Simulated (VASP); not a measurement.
A run of VASP 6.6.1:

File INCAR:

```
SYSTEM = Co
  PREC = Accurate
  ENCUT = 520
  EDIFF = 1E-6
  ISMEAR = 0
  SIGMA = 0.1
  LREAL = .FALSE.
  LASPH = .TRUE.
  NELM = 150
  ALGO = Normal
  ISIF = 2
  LWAVE = .FALSE.
  LCHARG = .TRUE.
  ISPIN = 2
  MAGMOM = 1.88 1.88 1.88 1.88
  LORBIT = 11
  LMAXMIX = 4
  GGA = PE
  LVHAR = .TRUE.
  NBANDS = 30
  KPAR = 4
```

KPOINTS

```
Automatic mesh
0
G
  24 24 8
  0 0 0
```

POSCAR

```
Co
1.0
    2.6410907167      0.0000000000      0.0000000000
   -1.3205453583      2.2872516543      0.0000000000
    0.0000000000      0.0000000000      8.5789165063
Co
4
Direct
    0.0000000000      0.0000000000      0.0000000000
    0.3333333333      0.6666666667      0.2500000000
    0.0000000000      0.0000000000      0.5000000000
    0.6666666667      0.3333333333      0.7500000000
```

Potentials or basis: VASP PAW PBE potentials, release 64 (Co).

Launch:

```bash
$ cat potpaw_PBE.64/Co/POTCAR > POTCAR
$ mpirun -np 4 vasp_std > vasp.out
```

Hardware: 4 MPI ranks on Oxide Virtual Turin-like Processor (shared host).

How long does it take, and how much memory?

It took 5.7 min on 4 MPI ranks on Oxide Virtual Turin-like Processor, on a shared host, peak memory 0.64 GiB a rank. Counts: scf iterations 17, k points 305.
